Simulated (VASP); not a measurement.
Here is a VASP 6.6.1 calculation.

File INCAR:

```
SYSTEM = AgRh
ALGO = Fast ; EDIFF = 1E-6
ENCUT = 520 ; ISIF = 2
ISMEAR = 1 ; LASPH = .TRUE.
LCHARG = .TRUE. ; LELF = .TRUE.
LREAL = .FALSE. ; LVHAR = .TRUE.
LWAVE = .FALSE. ; NBANDS = 20
NELM = 100 ; PREC = Accurate
SIGMA = 0.01
```

KPOINTS

```
k-points
0
G
  9 9 5
  0 0 0
```

File POSCAR:

```
AgRh
1.0
    2.7775881998      0.0000000000      0.0000000000
   -1.3887940999      2.4054619423      0.0000000000
    0.0000000000      0.0000000000      4.8086020000
Ag Rh
1 1
Direct
    0.0000000000      0.0000000000      0.5000000000
    0.6666666667      0.3333333333      0.0000000000
```

Potentials or basis: VASP PAW LDA potentials, release 64 (Ag, Rh_pv).

Launch:

```sh
$ cat potpaw_LDA.64/Ag/POTCAR potpaw_LDA.64/Rh_pv/POTCAR > POTCAR
$ mpirun -np 1 vasp_std > vasp.out
```

Q: Estimate the band gap on the k mesh.

A: Zero (band 13 reaches 9.45 eV, above the bottom of band 14 at 8.45 eV).

Q: What does it give for the pressure?

A: -15.2 GPa.

Stress tensor (GPa, compression positive):
```
-15.99   0.00   0.00
  0.00 -15.99   0.00
  0.00   0.00 -13.70
```
